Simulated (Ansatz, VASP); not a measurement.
One calculation of Al3Cu, two programs

Contents of INCAR:

```
SYSTEM = Al3Cu
  ALGO = Fast
  EDIFF = 1E-7
  ENCUT = 520
  GGA = PS
  ISIF = 2
  ISMEAR = 0
  LASPH = .True.
  LCHARG = .True.
  LELF = .True.
  LREAL = .False.
  LVHAR = .True.
  LWAVE = .False.
  NBANDS = 18
  NELM = 60
  PREC = Accurate
  SIGMA = 0.15
```

Contents of KPOINTS:

```
k-points
0
Gamma
  12 12 12
  0 0 0
```

File POSCAR:

```
Al3Cu
1.0
    3.8923537780     -0.0973088444      0.0000000000
   -0.0973088444      3.8923537780      0.0000000000
    0.0000000000      0.0000000000      3.8923537780
Al Cu
3 1
Direct
    0.0000000000      0.5000000000      0.5000000000
    0.5000000000      0.0000000000      0.5000000000
    0.5000000000      0.5000000000      0.0000000000
    0.0000000000      0.0000000000      0.0000000000
```

Input for Ansatz:

```yaml
crystal:
  lattice:
    - [3.892353778, -0.0973088444, 0.0]
    - [-0.0973088444, 3.892353778, 0.0]
    - [0.0, 0.0, 3.892353778]
  atoms:
    - { symbol: Al, position: [0.0, 0.5, 0.5] }
    - { symbol: Al, position: [0.5, 0.0, 0.5] }
    - { symbol: Al, position: [0.5, 0.5, 0.0] }
    - { symbol: Cu, position: [0.0, 0.0, 0.0] }
basis:
  ecutwfc: 420
kpoints:
  mp_grid: { grid: [12, 12, 12] }
hamiltonian:
  xc: pbesol
scf:
  occupations: { method: gaussian, width: 0.15 }
output:
  forces: true
  stress: true
  eigenvalues: true
  write_density: true
  write_potential: true
  elf: true
  volumetric_format: npy
```

Change from the starting cell: strain -0.0500 x Voigt [0, 0, 0, 0, 0, 1], atoms carried along.

Alike in both runs: task single point; functional PBEsol; k mesh 12 × 12 × 12; occupations gaussian, width 0.15 eV; no spin polarisation.

|  | VASP | Ansatz |
| --- | --- | --- |
| version | VASP 6.6.1 | Ansatz 0.2.0 |
| potentials or method | VASP PAW PBE potentials, release 64 (Al, Cu), cutoff 520 eV | scalar-relativistic, plane waves, PAW |
| valence electrons in the cell | 20 | 28 |

Ansatz gave:

- gap on the k mesh at the Fermi level (eV): none
- pressure (GPa): 0.2
- traceless stress, the component that is largest in VASP (GPa): 1.55

Task: What did VASP give for the same quantities?

Result: gap on the k mesh at the Fermi level (eV): none; pressure (GPa): 0.5; traceless stress, the component that is largest in VASP (GPa): 1.60.

VASP's potentials were made for PBE, not for PBEsol. A gap of «none» marks a metal or a gap that the smearing closes. VASP's potentials hold 20 valence electrons a cell and Ansatz's 28, so a difference there can come from the potentials and not from the codes.
